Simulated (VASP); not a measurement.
Input of a VASP 6.6.1 run:

INCAR

```
SYSTEM = Ga4As3P
ALGO     = Normal         ! electronic algorithm
EDIFF    = 1E-6           ! SCF threshold, eV
ENCUT    = 520            ! plane-wave cutoff, eV
GGA      = PE             ! functional
ISIF     = 2              ! what is computed and relaxed
ISMEAR   = 0              ! smearing method
LASPH    = .True.         ! aspherical terms in the spheres
LCHARG   = .False.        ! write CHGCAR
LREAL    = .False.        ! projectors in reciprocal space
LWAVE    = .False.        ! write WAVECAR
NBANDS   = 46             ! bands
NELM     = 60             ! most SCF steps
PREC     = Accurate       ! precision mode
SIGMA    = 0.01           ! smearing width, eV
```

The input KPOINTS:

```
k-points
0
Gamma
  6 6 6
  0 0 0
```

POSCAR

```
Ga4As3P
1.0
   -2.8699837751      2.8699837751      5.7387157523
    2.8699837751     -2.8699837751      5.7387157523
    2.8699837751      2.8699837751     -5.7387157523
P Ga As
1 4 3
Direct
    0.0000000000      0.0000000000      0.0000000000
    0.6338754881      0.6338754881      0.5131786185
    0.8793031304      0.3661245119      0.0000000000
    0.1206968696      0.1206968696      0.4868213815
    0.3661245119      0.8793031304      0.0000000000
    0.2500000000      0.7500000000      0.5000000000
    0.5000000000      0.5000000000      0.0000000000
    0.7500000000      0.2500000000      0.5000000000
```

Potentials or basis: VASP PAW PBE potentials, release 64 (P, Ga_d, As).

Command:

```console
$ cat potpaw_PBE.64/P/POTCAR potpaw_PBE.64/Ga_d/POTCAR potpaw_PBE.64/As/POTCAR > POTCAR
$ mpirun -np 1 vasp_std > vasp.out
```

(1) What does it give for the pressure?

(2) Estimate the band gap on the k mesh.

## Answers

(1) -1.7 GPa.

(2) 0.28 eV.
